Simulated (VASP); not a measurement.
The system is CoO.

```
Co O
1.0
     0.00000    2.13150    2.13150
     2.13150    0.00000    2.13150
     2.13150    2.13150    0.00000
Co O
1 1
Direct
  0.00000 0.00000 0.00000
  0.50000 0.50000 0.50000
```

Base run:

* Program: VASP 6.6.1
* Functional: LDA
* Potentials or basis: VASP PAW LDA potentials, release 64 (Co, O)
* Cutoff: 520 eV
* k mesh: 12 × 12 × 12
* Occupations: gaussian, width 0.05 eV
* Spin: collinear spin, ferromagnetic start
* Starting moments: [3.0, 0.0] μB

Its results: pressure -21.0 GPa; net moment 2.74 μB per cell; site moments Co +2.39; O +0.29 μB.

Question: The run is repeated on the same cell with these changes: potentials or basis from VASP PAW LDA potentials, release 64 (Co, O) to VASP PAW LDA potentials, release 64 (Co_sv, O); cutoff from 520 eV to 600 eV; further incar settings from ALGO = Normal; EDIFF = 1e-06; NBANDS = 18 to ALGO = Normal; EDIFF = 1e-06; NBANDS = 22; valence electrons from 15 to 23. What comes out?

Answer: Pressure -22.5 GPa; net moment 2.80 μB per cell; site moments Co +2.39; O +0.30 μB.

Caveats: a cell with one magnetic atom can't hold antiferromagnetic order, which such compounds often take.
